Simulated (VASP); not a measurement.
Write the native input for VASP 6.6.1 that does the following.

```yaml
Task: single point
Functional: PBEsol
Potentials_or_basis: VASP PAW PBE potentials, release 64 (Mg, O)
Cutoff: 520 eV
k_mesh: 9 × 9 × 6
Occupations: gaussian, width 0.05 eV
Spin: no spin polarisation
Dipole_correction: no
Further_INCAR_settings: ALGO = Normal; EDIFF = 1e-07; NBANDS = 16
```

The structure of MgO lies in POSCAR:

```
MgO
1.0
    3.3613000000      0.0000000000      0.0000000000
   -1.6806500000      2.9109711897      0.0000000000
    0.0000000000      0.0000000000      5.4209000000
Mg O
2 2
Direct
    0.3333333333      0.6666666667      0.0036583380
    0.6666666667      0.3333333333      0.5036583380
    0.3333333333      0.6666666667      0.4009416620
    0.6666666667      0.3333333333      0.9009416620
```

These files were run (other wordings do the same):

INCAR

```
PREC = Accurate
ENCUT = 520
EDIFF = 1E-7
ISMEAR = 0
SIGMA = 0.05
LREAL = F
LASPH = T
NELM = 60
ALGO = Normal
ISIF = 2
LWAVE = F
LCHARG = F
GGA = PS
NBANDS = 16
```

KPOINTS

```
regular mesh
0
Gamma
  9 9 6
```

Potentials or basis: VASP PAW PBE potentials, release 64 (Mg, O).

Run with:

```bash
$ cat potpaw_PBE.64/Mg/POTCAR potpaw_PBE.64/O/POTCAR > POTCAR
$ mpirun -np 1 vasp_std > vasp.out
```

Results of the run:

```yaml
Pressure: -10.2 GPa
Largest_force: 0.336 eV/Å
Band_gap_on_the_k_mesh: 2.87 eV, direct
```

Caveat: the PAW data sets were made with another functional, which shifts forces and pressure a little.

It took 16 s on 1 thread of Intel(R) Xeon(R) 6975P-C (Granite Rapids), with other jobs on the host, peak memory 0.19 GiB.
